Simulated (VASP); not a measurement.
Write the native input for VASP 6.6.1 that does the following.

```
Task                   : single point
Functional             : PBE
Potentials or basis    : VASP PAW PBE potentials, release 64 (In_d, Ga_d)
Cutoff                 : 520 eV
k mesh                 : 4 × 4 × 4
Occupations            : gaussian, width 0.1 eV
Spin                   : no spin polarisation
Dipole correction      : no
Further INCAR settings : ALGO = Fast; EDIFF = 1e-06; NBANDS = 40
```

The structure of In2Ga3 lies in POSCAR:

```
In2Ga3
1.0
   -2.8831409191      2.8831409191      3.7853142455
    2.8831409191     -2.8831409191      3.7853142455
    2.8831409191      2.8831409191     -3.7853142455
In Ga
2 3
Direct
    0.5000000000      0.0000000000      0.5000000000
    0.0000000000      0.5000000000      0.5000000000
    0.3293915481      0.3293915481      0.0000000000
    0.6706084519      0.6706084519      0.0000000000
    0.0000000000      0.0000000000      0.0000000000
```

These files were run (other wordings do the same):

INCAR

```
SYSTEM = In2Ga3
PREC = Accurate
ENCUT = 520
EDIFF = 1E-6
ISMEAR = 0
SIGMA = 0.1
LREAL = .FALSE.
LASPH = .TRUE.
NELM = 60
ALGO = Fast
ISIF = 2
LWAVE = .FALSE.
LCHARG = .FALSE.
GGA = PE
NBANDS = 40
```

KPOINTS

```
regular mesh
0
G
  4 4 4
  0 0 0
```

Potentials or basis: VASP PAW PBE potentials, release 64 (In_d, Ga_d).

Launch:

```bash
$ cat potpaw_PBE.64/In_d/POTCAR potpaw_PBE.64/Ga_d/POTCAR > POTCAR
$ mpirun -np 1 vasp_std > vasp.out
```

Results of the run:

```
Pressure      : -0.1 GPa
Largest force : 0.029 eV/Å
```

Caveat: the k points lie up to 0.39 Å⁻¹ apart.

It took 100 s on 1 thread of Intel(R) Xeon(R) Platinum 8259CL CPU @ 2.50GHz (Skylake/Cascade Lake) (shared host), peak memory 0.28 GiB.
